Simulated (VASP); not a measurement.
# SiGe (Pmma) in VASP: single point with PBEsol

Aim: the single point of SiGe with PBEsol.

Program: VASP 6.6.1. These are calculated values, not measurements. Logs are shortened: lines on timing, memory, paths and dates and some standing lists are left out, and cuts for length are marked.

## (1) The cell of the first run

Symmetry: Pmma, No. 51, orthorhombic system. The conventional cell has a = 3.917 Å, b = 3.923 Å, c = 5.542 Å, α = 90.00°, β = 90.00°, γ = 90.00°. Ge (site symmetry mm2) has 2 Si at 2.40 Å and 2 Ge at 2.44 Å within 3.2 Å. Within 3.1 Å of Si (site symmetry mm2) lie 2 Si at 2.37 Å and 2 Ge at 2.40 Å.

## (2) Single point, PBEsol

Contents of INCAR:

```
SYSTEM = SiGe
ALGO = Normal
EDIFF = 1E-6
ENCUT = 520
GGA = PS
ISIF = 2
ISMEAR = 0
LASPH = .True.
LCHARG = .True.
LELF = .True.
LREAL = .False.
LVHAR = .True.
LWAVE = .False.
NBANDS = 46
NELM = 100
PREC = Accurate
SIGMA = 0.01
```

Contents of KPOINTS:

```
k-points
0
Gamma
  6 6 6
  0 0 0
```

Contents of POSCAR:

```
SiGe
1.0
    5.5439784948     -0.0041709855      0.0000000000
    0.0041709855     -5.5439784948      0.0000000000
    0.0000000000      0.0000000000     -5.5422002892
Ge Si
4 4
Direct
    0.7500000000      0.7500000000      0.7441706634
    0.2500000000      0.2500000000      0.7441706634
    0.5000000000      0.0000000000      0.0058293366
    0.0000000000      0.5000000000      0.0058293366
    0.2500000000      0.7500000000      0.2552325561
    0.7500000000      0.2500000000      0.2552325561
    0.0000000000      0.0000000000      0.4947674439
    0.5000000000      0.5000000000      0.4947674439
```

Potentials or basis: VASP PAW PBE potentials, release 64 (Ge_d, Si).

Launch:

```bash
$ cat potpaw_PBE.64/Ge_d/POTCAR potpaw_PBE.64/Si/POTCAR > POTCAR
$ mpirun -np 1 vasp_std > vasp.out
```

OUTCAR:

```text
SYSTEM = SiGe
   EDIFF = 1E-6
   ENCUT = 520
   GGA = PS
   ISIF = 2
   ISMEAR = 0
   LASPH = .True.
   LREAL = .False.
   NELM = 100
   PREC = Accurate

 ion  position               nearest neighbor table
   1  0.750  0.750  0.744-   7 2.40   8 2.40   3 2.44   4 2.44
   2  0.250  0.250  0.744-   7 2.40   8 2.40   3 2.44   4 2.44
   3  0.500  0.000  0.006-   5 2.40   6 2.40   1 2.44   2 2.44
   4  0.000  0.500  0.006-   5 2.40   6 2.40   1 2.44   2 2.44
   5  0.250  0.750  0.255-   7 2.37   8 2.37   3 2.40   4 2.40
   6  0.750  0.250  0.255-   7 2.37   8 2.37   3 2.40   4 2.40
   7  0.000  0.000  0.495-   5 2.37   6 2.37   1 2.40   2 2.40
   8  0.500  0.500  0.495-   5 2.37   6 2.37   1 2.40   2 2.40

  LATTYP: Found a base centered orthorhombic cell.
 ALAT       =     7.8344709126
 B/A-ratio  =     1.0015058233
 C/A-ratio  =     0.7074121981

  Lattice vectors:

 A1 = (  -0.0041709855,   5.5439784948,   0.0000000000)
 A2 = (   5.5439784948,  -0.0041709855,   0.0000000000)
 A3 = (   0.0000000000,   0.0000000000,  -5.5422002892)

Analysis of symmetry for initial positions (statically):
=====================================================================
 Subroutine PRICEL returns following result:

  LATTYP: Found a simple orthorhombic cell.
 ALAT       =     3.9172354563
 B/A-ratio  =     1.0015058233
 C/A-ratio  =     1.4148243962

  Lattice vectors:

 A1 = (   2.7699037547,   2.7699037547,   0.0000000000)
 A2 = (   2.7740747402,  -2.7740747402,   0.0000000000)
 A3 = (   0.0000000000,   0.0000000000,  -5.5422002892)

   2 primitive cells build up your supercell.

 Routine SETGRP: Setting up the symmetry group for a
 base centered orthorhombic supercell.

 Subroutine GETGRP returns: Found  8 space group operations
 (whereof  4 operations were pure point group operations)
 out of a pool of  8 trial point group operations.

The static configuration has the point symmetry C_2v.
 The point group associated with its full space group is D_2h.

Analysis of symmetry for dynamics (positions and initial velocities):
=====================================================================
 Subroutine PRICEL returns following result:

  LATTYP: Found a simple orthorhombic cell.
 ALAT       =     3.9172354563
 B/A-ratio  =     1.0015058233
 C/A-ratio  =     1.4148243962

  Lattice vectors:

 A1 = (   2.7699037547,   2.7699037547,   0.0000000000)
 A2 = (   2.7740747402,  -2.7740747402,   0.0000000000)
 A3 = (   0.0000000000,   0.0000000000,  -5.5422002892)

   2 primitive cells build up your supercell.

 Routine SETGRP: Setting up the symmetry group for a
 base centered orthorhombic supercell.

 Subroutine GETGRP returns: Found  8 space group operations
 (whereof  4 operations were pure point group operations)
 out of a pool of  8 trial point group operations.

The dynamic configuration has the point symmetry C_2v.
 The point group associated with its full space group is D_2h.

 Subroutine INISYM returns: Found  8 space group operations
 (whereof  4 operations are pure point group operations),
 and found     2 'primitive' translations

----------------------------------------------------------------------------------------

                                     Primitive cell

  volume of cell :      85.1716

  direct lattice vectors                    reciprocal lattice vectors
     2.769903755  2.769903755  0.000000000     0.180511687  0.180511687  0.000000000
     2.774074740 -2.774074740  0.000000000     0.180240277 -0.180240277  0.000000000
     0.000000000  0.000000000 -5.542200289     0.000000000  0.000000000 -0.180433753

  length of vectors
     3.917235456  3.923134121  5.542200289     0.255282076  0.254898244  0.180433753

  position of ions in fractional coordinates (direct lattice)
     0.000000000  0.500000000  0.744170663
     0.500000000  0.500000000  0.005829337
     0.500000000  0.000000000  0.255232556
     0.000000000  0.000000000  0.494767444

  ion indices of the primitive-cell ions
   primitive index   ion index
                 1           1
                 2           3
                 3           5
                 4           7

----------------------------------------------------------------------------------------

 KPOINTS: k-points

Automatic generation of k-mesh.
 Grid dimensions read from file:
 generate k-points for:    6    6    6

 Generating k-lattice:

  Cartesian coordinates                     Fractional coordinates (reciprocal lattice)
     0.030062664  0.000022618  0.000000000     0.166666667  0.000000000  0.000000000
    -0.000022618 -0.030062664  0.000000000     0.000000000  0.166666667  0.000000000
     0.000000000  0.000000000 -0.030072292     0.000000000  0.000000000  0.166666667

  Length of vectors
     0.030062672  0.030062672  0.030072292

  Shift w.r.t. Gamma in fractional coordinates (k-lattice)
     0.000000000  0.000000000  0.000000000

 Subroutine IBZKPT returns following result:
 ===========================================

 Found     52 irreducible k-points:

 Following reciprocal coordinates:
            Coordinates               Weight
  0.000000  0.000000  0.000000      1.000000
  0.166667  0.000000  0.000000      4.000000
  0.333333  0.000000  0.000000      4.000000
  0.500000  0.000000  0.000000      2.000000
  0.166667  0.166667  0.000000      2.000000
  0.333333  0.166667  0.000000      4.000000
[... 16 lines left out ...]
  0.333333  0.333333  0.166667      4.000000
  0.500000  0.333333  0.166667      8.000000
 [... further k-points ...]
   k-points           NKPTS =     52   k-points in BZ     NKDIM =     52   number of bands    NBANDS=     46
   number of dos      NEDOS =    301   number of ions     NIONS =      8
   total plane-waves  NPLWV =  74088
   dimension x,y,z NGX =    42 NGY =   42 NGZ =   42
   dimension x,y,z NGXF=    84 NGYF=   84 NGZF=   84
   ions per type =               4   4
   NGX,Y,Z   is equivalent  to a cutoff of  12.59, 12.59, 12.60 a.u.
   NGXF,Y,Z  is equivalent  to a cutoff of  25.19, 25.19, 25.20 a.u.
 SYSTEM =  SiGe
   PREC   = accura    normal or accurate (medium, high low for compatibility)
   ISTART =      0    job   : 0-new  1-cont  2-samecut
   ICHARG =      2    charge: 1-file 2-atom 10-const
   ISPIN  =      1    spin polarized calculation?
   LNONCOLLINEAR =      F non collinear calculations
   LSORBIT =      F    spin-orbit coupling
   LASPH  =      T    aspherical Exc in radial PAW
   ENCUT  =  520.0 eV  38.22 Ry    6.18 a.u.  10.31 10.31 10.30*2*pi/ulx,y,z
   NELM   =    100;   NELMIN=  2; NELMDL= -5     # of ELM steps
   EDIFF  = 0.1E-05   stopping-criterion for ELM
   LREAL  =      F    real-space projection
[... 7 lines left out ...]
   TEBEG  =    0.0;   TEEND  =   0.0 temperature during run
   PSTRESS=    0.0 pullay stress
   NELECT =      72.0000    total number of electrons
   NUPDOWN=      -1.0000    fix difference up-down
   EMIN   =  10.00;   EMAX   =-10.00  energy-range for DOS
   EFERMI =   0.00;   METHOD = LEGACY
   ISMEAR =     0;   SIGMA  =   0.01  broadening in eV -4-tet -1-fermi 0-gaus
   EFERMI_NEDOS =   21; number of points for ismear=-14 and -15
   IALGO  =     38    algorithm
   IMIX   =      4    mixing-type and parameters
     AMIX     =   0.40;   BMIX     =  1.00
     AMIX_MAG =   1.60;   BMIX_MAG =  1.00
  volume/ion in A,a.u.               =      21.29       143.69
  Fermi-wavevector in a.u.,A,eV,Ry     =   1.228600  2.321718 20.537435  1.509459
  Thomas-Fermi vector in A             =   2.363520
   LORBIT       =      0    0 simple, 1 ext, 2 COOP (PROOUT), +10 PAW based schemes
   GGA     = PS    functional components
   LHFCALC =     F    Hartree Fock is set to
   AEXX    =    0.0000 exact exchange contribution
   IVDW    =     0    specifies the selected vdW correction
   LEPSILON=     F    determine dielectric tensor
   LRPA    =     F    only Hartree local field effects (RPA)
 non-spin polarized calculation
 Gauss-broadening in eV      SIGMA  =   0.01
  energy-cutoff  :      520.00
  volume of cell :      170.34
 maximum number of plane-waves:      4632
 NGX is ok and might be reduce to    42
   NGX = 21   NGY = 21   NGZ = 21

 number of electron      71.9999994 magnetization

 Free energy of the ion-electron system (eV)
  ---------------------------------------------------
  ext. energy  EPLUGINS =         0.00000000
  ---------------------------------------------------
  free energy    TOTEN  =       -42.64834576 eV

  energy without entropy =      -42.64834576  energy(sigma->0) =      -42.64834576

 E-fermi :   5.4857     XC(G=0):  -9.8721

 val. band max:        5.3555672098   @ k =   0.0000   0.0000   0.0000
 cond. band min:       5.6340829976   @ k =   0.0000   0.0000   0.0000
 fundamental gap:      0.2785157878
 Fermi energy:         5.4857352966

 k-point     1 :       0.0000    0.0000    0.0000
  band No.  band energies     occupation
      1     -19.2048      2.00000
      2     -19.1653      2.00000
      3     -19.1653      2.00000
      4     -19.1189      2.00000
      5     -19.1049      2.00000
      6     -19.0807      2.00000
[... 38 lines left out ...]
     45       7.8207      0.00000
     46       7.9292      0.00000

 k-point     2 :       0.1667    0.0000    0.0000
  band No.  band energies     occupation
      1     -19.2052      2.00000
      2     -19.1808      2.00000
      3     -19.1492      2.00000
      4     -19.1193      2.00000
      5     -19.0992      2.00000
      6     -19.0822      2.00000
[... 38 lines left out ...]
     45       8.4285      0.00000
     46       8.5360      0.00000

 k-point     3 :       0.3333    0.0000    0.0000
  band No.  band energies     occupation
      1     -19.2049      2.00000
      2     -19.1933      2.00000
      3     -19.1353      2.00000
      4     -19.1211      2.00000
      5     -19.0842      2.00000
      6     -19.0817      2.00000
[... 1018 lines left out ...]
     45      10.0167      0.00000
     46      10.0167      0.00000

 k-point    24 :       0.5000    0.3333    0.1667
  band No.  band energies     occupation
      1     -19.2048      2.00000
      2     -19.1822      2.00000
      3     -19.1523      2.00000
      4     -19.1119      2.00000
      5     -19.0989      2.00000
      6     -19.0791      2.00000
[... 38 lines left out ...]
     45       9.9117      0.00000
     46       9.9859      0.00000

 [... further k-points ...]

------------------------ aborting loop because EDIFF is reached ----------------------------------------

  FORCE on cell =-STRESS in cart. coord.  units (eV):
  Direction    XX          YY          ZZ          XY          YZ          ZX
  --------------------------------------------------------------------------------------
  -------------------------------------------------------------------------------------
  Total        0.0167431      0.0167431      0.0207490      0.0220085      0.0000000      0.0000000
  in kB        0.1574781      0.1574781      0.1951564      0.2070025      0.0000000      0.0000000
  external PRESSURE =       0.1700375 kB  Pullay stress =       0.0000000 kB

 VOLUME and BASIS-vectors are now :
 -----------------------------------------------------------------------------
  energy-cutoff  :      520.00
  volume of cell :      170.34
      direct lattice vectors                 reciprocal lattice vectors
     5.543978495 -0.004170986  0.000000000     0.180375982  0.000135705  0.000000000
     0.004170986 -5.543978495  0.000000000    -0.000135705 -0.180375982  0.000000000
     0.000000000  0.000000000 -5.542200289     0.000000000  0.000000000 -0.180433753

 POSITION                                       TOTAL-FORCE (eV/Angst)
 -----------------------------------------------------------------------------------
      4.16111     -4.16111     -4.12434        -0.000000      0.000000     -0.002645
      1.38704     -1.38704     -4.12434         0.000000     -0.000000     -0.002645
      2.77199     -0.00209     -0.03231        -0.000000      0.000000      0.002645
      0.00209     -2.77199     -0.03231        -0.000000      0.000000      0.002645
      1.38912     -4.15903     -1.41455         0.000000     -0.000000      0.009284
      4.15903     -1.38912     -1.41455        -0.000000     -0.000000      0.009284
      0.00000      0.00000     -2.74210        -0.000000     -0.000000     -0.009284
      2.77407     -2.77407     -2.74210         0.000000     -0.000000     -0.009284
 -----------------------------------------------------------------------------------
    total drift:                               -0.000000     -0.000000     -0.000000

  FREE ENERGIE OF THE ION-ELECTRON SYSTEM (eV)
  ---------------------------------------------------
  free  energy   TOTEN  =       -42.6483457599 eV

  energy  without entropy=      -42.6483457599  energy(sigma->0) =      -42.64834576
```

Run time: 11 min. Hardware: 1 thread of Intel Xeon 6975P-C, shared host; peak memory 0.45 GiB.

Results:

- Free energy: -42.6483 eV
- Pressure: 0.0 GPa
- Largest force: 0.009 eV/Å
- Band gap on the k mesh: 0.28 eV

Forces on the atoms (eV/Å):
```
Ge   0.000  0.000 -0.003
Ge   0.000  0.000 -0.003
Ge   0.000  0.000  0.003
Ge   0.000  0.000  0.003
Si   0.000  0.000  0.009
Si   0.000  0.000  0.009
Si   0.000  0.000 -0.009
Si   0.000  0.000 -0.009
```

Caveat: the PAW data sets were made with another functional, which shifts forces and pressure a little. A k mesh can miss the band edges.
